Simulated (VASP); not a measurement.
Set up this calculation in VASP 6.6.1, as the native input.

```
Task                   : relaxation of cell and atoms
Functional             : PBE
Potentials or basis    : VASP PAW PBE potentials, release 64 (Al, Cu)
Cutoff                 : 600 eV
k mesh                 : 8 × 8 × 8
Occupations            : gaussian, width 0.1 eV
Spin                   : no spin polarisation
Dipole correction      : no
Further INCAR settings : ALGO = Fast; EDIFF = 1e-06; IBRION = 2; EDIFFG = -0.01; NSW = 100; ISIF = 3
```

The structure of AlCu6 lies in POSCAR:

```
AlCu6
1.0
    0.0000000000      3.6100307714      3.6100307714
    3.6100307714      0.0000000000      3.6100307714
    3.6100307714      3.6100307714      0.0000000000
Al Cu
1 6
Direct
    0.5000000000      0.5000000000      0.5000000000
    0.5000000000      0.0000000000      0.0000000000
    0.0000000000      0.5000000000      0.5000000000
    0.0000000000      0.5000000000      0.0000000000
    0.5000000000      0.0000000000      0.5000000000
    0.0000000000      0.0000000000      0.5000000000
    0.5000000000      0.5000000000      0.0000000000
```

The input as run:

INCAR

```
PREC = Accurate
ENCUT = 600
EDIFF = 1E-6
ISMEAR = 0
SIGMA = 0.1
LREAL = False
LASPH = True
NELM = 100
ALGO = Fast
ISIF = 3
LWAVE = False
LCHARG = False
GGA = PE
IBRION = 2
NSW = 100
EDIFFG = -0.01
```

KPOINTS

```
regular mesh
0
Gamma
  8 8 8
```

Potentials or basis: VASP PAW PBE potentials, release 64 (Al, Cu).

Launch:

```bash
$ cat potpaw_PBE.64/Al/POTCAR potpaw_PBE.64/Cu/POTCAR > POTCAR
$ mpirun -np 1 vasp_std > vasp.out
```

It gave:

```yaml
Pressure_after_relaxing: 0.0 GPa
```

Caveat: the relaxation stopped at its first step, so nothing moved.

Wall time 120 s on 1 thread of Intel(R) Xeon(R) Platinum 8559C (Emerald Rapids), on a shared host, peak memory 0.3 GiB.
